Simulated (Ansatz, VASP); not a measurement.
**BN: VASP beside Ansatz**

Contents of INCAR:

```
PREC     = Accurate       # precision mode
ENCUT    = 600            # plane-wave cutoff, eV
EDIFF    = 1E-6           # SCF threshold, eV
ISMEAR   = 0              # smearing method
SIGMA    = 0.02           # smearing width, eV
LREAL    = False          # projectors in reciprocal space
LASPH    = True           # aspherical terms in the spheres
NELM     = 120            # most SCF steps
ALGO     = Normal         # electronic algorithm
ISIF     = 2              # what is computed and relaxed
LWAVE    = False          # write WAVECAR
LCHARG   = True           # write CHGCAR
LELF     = True           # ELF
LVHAR    = True         
NBANDS   = 11             # bands
GGA_COMPAT= False
```

KPOINTS

```
Automatic mesh
0
Gamma
  12 12 12
```

The input POSCAR:

```
BN
1.0
    0.0000000000      1.8080013683      1.8080013683
    1.8080013683      0.0000000000      1.8080013683
    1.8080013683      1.8080013683      0.0000000000
B N
1 1
Direct
    0.0000000000      0.0000000000      0.0000000000
    0.2500000000      0.2500000000      0.2500000000
```

Input for Ansatz:

```yaml
crystal:
  lattice:
    - [0.0, 1.8080013683, 1.8080013683]
    - [1.8080013683, 0.0, 1.8080013683]
    - [1.8080013683, 1.8080013683, 0.0]
  atoms:
    - { symbol: B, position: [0.0, 0.0, 0.0] }
    - { symbol: "N", position: [0.25, 0.25, 0.25] }
basis:
  ecutwfc: 420
kpoints:
  mp_grid: { grid: [12, 12, 12] }
hamiltonian:
  xc: lda
scf:
  occupations: { method: gaussian, width: 0.02 }
output:
  forces: true
  stress: true
  eigenvalues: true
```

Alike in both runs: task single point; functional LDA; k mesh 12 × 12 × 12; occupations gaussian, width 0.02 eV; no spin polarisation.

|  | VASP | Ansatz |
| --- | --- | --- |
| version | VASP 6.6.1 | Ansatz 0.2.0 |
| potentials or method | VASP PAW LDA potentials, release 64 (B, N), cutoff 600 eV | scalar-relativistic, plane waves, PAW |
| valence electrons in the cell | 8 | 8 |

VASP gave:

| Quantity | Value |
| --- | --- |
| gap on the k mesh at the Fermi level (eV) | 4.34 |
| least direct gap on the mesh (eV) | 8.68 |
| pressure (GPa) | -10.6 |

Q: Which values does Ansatz return?

A: gap on the k mesh at the Fermi level (eV): 4.36; least direct gap on the mesh (eV): 8.69; pressure (GPa): -11.3.

LDA's correlation is that of Perdew and Zunger in VASP and of Perdew and Wang (1992) in Ansatz.
